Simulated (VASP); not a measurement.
AgBr, 2 atoms in the cell. It takes space group Fm-3m (No. 225, cubic). The conventional cell has a = 5.726 Å, b = 5.726 Å, c = 5.726 Å, α = 90.00°, β = 90.00°, γ = 90.00°. Within 3.8 Å of Br (site symmetry m-3m) lie 6 Ag at 2.86 Å. Ag (site symmetry m-3m) has 6 Br at 2.86 Å within 3.8 Å. 

| Quantity | Value |
| --- | --- |
| Program | VASP 6.6.1 |
| Task | relaxation of cell and atoms |
| Functional | PBE |
| Potentials or basis | VASP PAW PBE potentials, release 64 (Br, Ag) |
| Cutoff | 500 eV |
| k mesh | 8 × 8 × 8 |
| Occupations | fermi-dirac, width 0.1 eV |
| Spin | no spin polarisation |
| Dipole correction | no |
| Further INCAR settings | ALGO = Normal; EDIFF = 1e-07; IBRION = 2; EDIFFG = -0.03; NSW = 100; ISIF = 3 |

Potentials or basis: VASP PAW PBE potentials, release 64 (Br, Ag).

The run is started by

```bash
$ cat potpaw_PBE.64/Br/POTCAR potpaw_PBE.64/Ag/POTCAR > POTCAR
$ mpirun -np 1 vasp_std > vasp.out
```

Hardware: 1 thread of AMD EPYC 7R43 64-Core Processor (Zen 3), on a shared host.

Estimate the wall time of this run.

Wall time 34 s on 1 thread of AMD EPYC 7R43 64-Core Processor (Zen 3) (shared host), peak memory 0.14 GiB. Counts: scf iterations 22, k points 29, ion steps 2.
